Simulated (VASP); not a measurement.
# MgO2 (R-3m) in VASP: notebook, part 2 of 2

VASP 6.6.1. The steps go on from the part before.

## (4) Single point, PBEsol (strain -0.050 along x and y, +0.000 along z)

Input file INCAR:

```
PREC = Accurate ; ENCUT = 520
EDIFF = 1E-6 ; ISMEAR = 0
SIGMA = 0.05 ; LREAL = F
LASPH = T ; NELM = 60
ALGO = Normal ; ISIF = 2
LWAVE = F ; LCHARG = F
GGA = PS ; NBANDS = 14
```

Input file KPOINTS:

```
regular mesh
0
Gamma
  12 12 12
```

Input file POSCAR:

```
MgO2
1.0
    1.5245229652      0.8801837444      3.4939788749
   -1.5245229652      0.8801837444      3.4939788749
    0.0000000000     -1.7603674887      3.4939788749
Mg O
1 2
Direct
    0.0000000000      0.0000000000      0.0000000000
    0.4287860000      0.4287860000      0.4287860000
    0.5712140000      0.5712140000      0.5712140000
```

Potentials or basis: VASP PAW PBE potentials, release 64 (Mg, O).

Run with:

```console
> cat potpaw_PBE.64/Mg/POTCAR potpaw_PBE.64/O/POTCAR > POTCAR
> mpirun -np 1 vasp_std > vasp.out
```

OUTCAR:

```text
PREC = Accurate
   ENCUT = 520
   EDIFF = 1E-6
   ISMEAR = 0
   LREAL = F
   LASPH = T
   NELM = 60
   ISIF = 2
   GGA = PS

 ion  position               nearest neighbor table
   1  0.000  0.000  0.000-   3 2.02   3 2.02   2 2.02   2 2.02   3 2.02   2 2.02
   2  0.429  0.429  0.429-   3 1.49   1 2.02   1 2.02   1 2.02
   3  0.571  0.571  0.571-   2 1.49   1 2.02   1 2.02   1 2.02

  LATTYP: Found a trigonal (rhomboedric) cell.
 ALAT       =     3.9123882826
 COS(alpha) =     0.6963215050

  Lattice vectors:

 A1 = (   1.5245229652,   0.8801837444,   3.4939788749)
 A2 = (  -1.5245229652,   0.8801837444,   3.4939788749)
 A3 = (   0.0000000000,  -1.7603674887,   3.4939788749)

Analysis of symmetry for initial positions (statically):
=====================================================================
 Subroutine PRICEL returns:
 Original cell was already a primitive cell.

 Routine SETGRP: Setting up the symmetry group for a
 trigonal (rhombohedral) supercell.

 Subroutine GETGRP returns: Found 12 space group operations
 (whereof 12 operations were pure point group operations)
[... 175 lines left out ...]
  band No.  band energies     occupation
      1     -18.3107      2.00000
      2     -11.4675      2.00000
      3      -4.9109      2.00000
      4       0.0468      2.00000
      5       0.0468      2.00000
      6       2.4082      2.00000
      7       2.4082      2.00000
      8       7.9953      0.00000
      9       8.6744      0.00000
     10      15.8095      0.00000
     11      17.5032      0.00000
     12      19.0014      0.00000
     13      19.0014      0.00000
     14      21.3662      0.00000
[... 377 lines left out ...]
      1     -17.5679      2.00000
      2     -11.7994      2.00000
      3      -3.7503      2.00000
      4      -2.7649      2.00000
      5      -0.9175      2.00000
      6       1.6437      2.00000
      7       1.8032      2.00000
      8       7.2271      0.00000
      9      13.4058      0.00000
     10      14.8027      0.00000
     11      16.7421      0.00000
     12      17.8639      0.00000
     13      18.4572      0.00000
     14      21.9964      0.00000

 [... further k-points ...]
[... 5 lines left out ...]
  --------------------------------------------------------------------------------------
  -------------------------------------------------------------------------------------
  Total        2.2487784      2.2487784     -0.6304017      0.0000000     -0.0000000      0.0000000
  in kB      128.0791424    128.0791424    -35.9045171      0.0000000     -0.0000000      0.0000000
  external PRESSURE =      73.4179225 kB  Pullay stress =       0.0000000 kB

 VOLUME and BASIS-vectors are now :
 -----------------------------------------------------------------------------
  energy-cutoff  :      520.00
  volume of cell :       28.13
      direct lattice vectors                 reciprocal lattice vectors
     1.524522965  0.880183744  3.493978875     0.327971445  0.189354402  0.095402218
    -1.524522965  0.880183744  3.493978875    -0.327971445  0.189354402  0.095402218
     0.000000000 -1.760367489  3.493978875     0.000000000 -0.378708804  0.095402218

 POSITION                                       TOTAL-FORCE (eV/Angst)
 -----------------------------------------------------------------------------------
      0.00000      0.00000      0.00000         0.000000      0.000000     -0.000000
      0.00000      0.00000      4.49451         0.000000      0.000000      0.862351
      0.00000      0.00000      5.98743         0.000000     -0.000000     -0.862351
 -----------------------------------------------------------------------------------
    total drift:                                0.000000     -0.000000      0.000000

  FREE ENERGIE OF THE ION-ELECTRON SYSTEM (eV)
  ---------------------------------------------------
  free  energy   TOTEN  =       -17.1358367979 eV

  energy  without entropy=      -17.1358367979  energy(sigma->0) =      -17.13583680
```

OSZICAR:

```text
N       E                     dE             d eps       ncg     rms          rms(c)
DAV:   1     0.431174149980E+02    0.43117E+02   -0.77895E+03  5884   0.925E+02
DAV:   2    -0.164780342078E+02   -0.59595E+02   -0.55912E+02  6842   0.196E+02
DAV:   3    -0.184008760164E+02   -0.19228E+01   -0.19178E+01  6156   0.331E+01
DAV:   4    -0.184078289991E+02   -0.69530E-02   -0.69527E-02  6444   0.227E+00
DAV:   5    -0.184078621815E+02   -0.33182E-04   -0.33182E-04  6180   0.147E-01    0.812E+00
DAV:   6    -0.172790293767E+02    0.11288E+01   -0.15566E+00  5538   0.108E+01    0.362E+00
DAV:   7    -0.171451861878E+02    0.13384E+00   -0.22507E-01  5904   0.412E+00    0.159E+00
DAV:   8    -0.171353931477E+02    0.97930E-02   -0.47946E-02  5520   0.205E+00    0.237E-01
DAV:   9    -0.171357734514E+02   -0.38030E-03   -0.88381E-03  5958   0.692E-01    0.917E-02
DAV:  10    -0.171358020323E+02   -0.28581E-04   -0.35669E-04  6024   0.184E-01    0.324E-02
DAV:  11    -0.171358349395E+02   -0.32907E-04   -0.47559E-05  5538   0.583E-02    0.934E-03
DAV:  12    -0.171358366460E+02   -0.17065E-05   -0.49302E-06  6306   0.180E-02    0.207E-03
DAV:  13    -0.171358367979E+02   -0.15190E-06   -0.21026E-07  3936   0.431E-03
   1 F= -.17135837E+02 E0= -.17135837E+02  d E =-.118616E-14
```

stdout:

```text
POSCAR found type information on POSCAR MgO
 POSCAR found :  2 types and       3 ions
 scaLAPACK will be used
 -----------------------------------------------------------------------------
|                                                                             |
|                                                                             |
|     You enforced a specific xc type in the INCAR file but a different       |
|     I HOPE YOU KNOW WHAT YOU ARE DOING!                                     |
|                                                                             |
 -----------------------------------------------------------------------------

 LDA part: xc-table for (Slater+PW92), standard interpolation
 POSCAR, INCAR and KPOINTS ok, starting setup
 FFT: planning ... GRIDC
 FFT: planning ... GRID_SOFT
 FFT: planning ... GRID
 WAVECAR not read
 entering main loop
```

It took 67 s on 1 thread of Intel Xeon 6975P-C (Granite Rapids), shared host; peak memory 0.21 GiB.

What came out:

```yaml
Free_energy: -17.1358 eV
Pressure: 7.3 GPa
Largest_force: 0.862 eV/Å
Band_gap_on_the_k_mesh: 2.03 eV, direct
```

Forces on the atoms (eV/Å):
```
Mg   0.000  0.000  0.000
O    0.000  0.000  0.862
O    0.000  0.000 -0.862
```

Caveat: the cell differs from its parent crystal (strain -0.050 along x and y, +0.000 along z); the PAW data sets were made with another functional, which shifts forces and pressure a little. A k mesh can miss the band edges.

## (5) Single point, PBEsol (strain -0.025 along x and y, -0.050 along z)

INCAR is that of step 4.

Input file KPOINTS:

```
Automatic mesh
0
Gamma
  12 12 12
```

Input file POSCAR:

```
MgO2
1.0
    1.5646419906      0.9033464745      3.3192799312
   -1.5646419906      0.9033464745      3.3192799312
    0.0000000000     -1.8066929489      3.3192799312
Mg O
1 2
Direct
    0.0000000000      0.0000000000      0.0000000000
    0.4287860000      0.4287860000      0.4287860000
    0.5712140000      0.5712140000      0.5712140000
```

Run with:

```console
> cat potpaw_PBE.64/Mg/POTCAR potpaw_PBE.64/O/POTCAR > POTCAR
> mpirun -np 1 vasp_std > vasp.out
```

It took 44 s on 1 thread of Intel Xeon 6975P-C (Granite Rapids), shared host; peak memory 0.2 GiB.

It converged, with:

| Property | Result |
| --- | --- |
| Free energy | -17.1169 eV |
| Pressure | 12.5 GPa |
| Largest force | 1.267 eV/Å |
| Band gap on the k mesh | 3.26 eV, indirect (least direct gap 3.29 eV) |

Forces on the atoms (eV/Å):
```
Mg   0.000  0.000  0.000
O    0.000  0.000 -1.267
O    0.000  0.000  1.267
```

Stress tensor (GPa, compression positive):
```
 5.29  0.00  0.00
 0.00  5.29  0.00
 0.00  0.00 26.82
```

Levels at points of the mesh, in eV from the valence-band top:
```
           k point  band 5  band 6  band 7  band 8  band 9  band 10
(0.00, 0.00, 0.00)   -4.04   -1.02   -1.02    4.54    5.61    13.09
(0.50, 0.00, 0.00)   -4.42   -1.49   -1.17    4.99    8.56    10.57
(0.50, 0.50, 0.00)   -5.18   -2.34   -0.14    4.43    7.42    11.13
(0.50, 0.50, 0.50)   -4.66    0.00    0.00    3.29    4.51    10.37
```

Caveat: the cell differs from its parent crystal (strain -0.025 along x and y, -0.050 along z); the PAW data sets were made with another functional, which shifts forces and pressure a little.

## (6) Single point, PBEsol (strain -0.050 along x and y, +0.025 along z)

Input file INCAR:

```
SYSTEM = MgO2
  ALGO = Normal
  EDIFF = 1E-6
  ENCUT = 520
  GGA = PS
  ISIF = 2
  ISMEAR = 0
  LASPH = .TRUE.
  LCHARG = .TRUE.
  LELF = .TRUE.
  LREAL = .FALSE.
  LVHAR = .TRUE.
  LWAVE = .FALSE.
  NBANDS = 14
  NELM = 60
  PREC = Accurate
  SIGMA = 0.05
```

Input file KPOINTS:

```
k-points
0
G
  12 12 12
  0 0 0
```

Input file POSCAR:

```
MgO2
1.0
    1.5245229652      0.8801837444      3.5813283468
   -1.5245229652      0.8801837444      3.5813283468
    0.0000000000     -1.7603674887      3.5813283468
Mg O
1 2
Direct
    0.0000000000      0.0000000000      0.0000000000
    0.4287860000      0.4287860000      0.4287860000
    0.5712140000      0.5712140000      0.5712140000
```

Potentials or basis: VASP PAW PBE potentials, release 64 (Mg, O).

Run with:

```console
> cat potpaw_PBE.64/Mg/POTCAR potpaw_PBE.64/O/POTCAR > POTCAR
> mpirun -np 1 vasp_std > vasp.out
```

It took 63 s on 1 thread of Intel Xeon 6975P-C (Granite Rapids), shared host; peak memory 0.21 GiB.

The run converged. Its results:

* Free energy: -17.0915 eV
* Pressure: 2.1 GPa
* Largest force: 1.365 eV/Å
* Band gap on the k mesh: 1.51 eV, direct

Forces on the atoms (eV/Å):
```
Mg   0.000  0.000  0.000
O    0.000  0.000  1.365
O    0.000  0.000 -1.365
```

Stress tensor (GPa, compression positive):
```
 11.58   0.00   0.00
  0.00  11.58   0.00
  0.00   0.00 -16.86
```

Levels at points of the mesh, in eV from the valence-band top:
```tsv
k point	band 4	band 5	band 6	band 7	band 8	band 9	band 10	band 11
(0.00, 0.00, 0.00)	-2.92	-2.92	-0.80	-0.80	4.29	5.54	12.19	13.79
(0.50, 0.00, 0.00)	-6.14	-3.39	-1.54	-1.26	3.50	9.41	11.74	13.22
(0.50, 0.50, 0.00)	-5.49	-4.00	-2.49	-0.28	2.81	8.71	12.23	13.00
(0.50, 0.50, 0.50)	-3.45	-3.45	0.00	0.00	1.51	5.86	9.91	15.78
```

Caveat: the cell differs from its parent crystal (strain -0.050 along x and y, +0.025 along z); the PAW data sets were made with another functional, which shifts forces and pressure a little. A k mesh can miss the band edges.

## (7) The runs side by side

| cell | gap on the mesh (eV) | pressure (GPa) | largest force (eV/Å) |
| --- | --- | --- | --- |
| a = 3.757 Å, angles 47.9°, 3 atoms | 3.22 | 21.1 | 0.78 |
| a = 3.835 Å, angles 46.9°, 3 atoms | 2.59 | 13.6 | 0.16 |
| a = 3.912 Å, angles 45.9°, 3 atoms | 2.03 | 7.3 | 0.86 |
| a = 3.779 Å, angles 48.9°, 3 atoms | 3.26 | 12.5 | 1.27 |
| a = 3.991 Å, angles 44.9°, 3 atoms | 1.51 | 2.1 | 1.37 |

Alike in all rows: task single point; level PBEsol; potentials or basis VASP PAW PBE potentials, release 64 (Mg, O); no spin polarisation; k mesh 12 × 12 × 12; cutoff (eV) 520; smearing gaussian 0.05 eV.

Caveats: the PAW data sets were made with another functional, which shifts forces and pressure a little.

Total energies depend on the potentials used, so only differences within one code and one set of settings carry meaning.
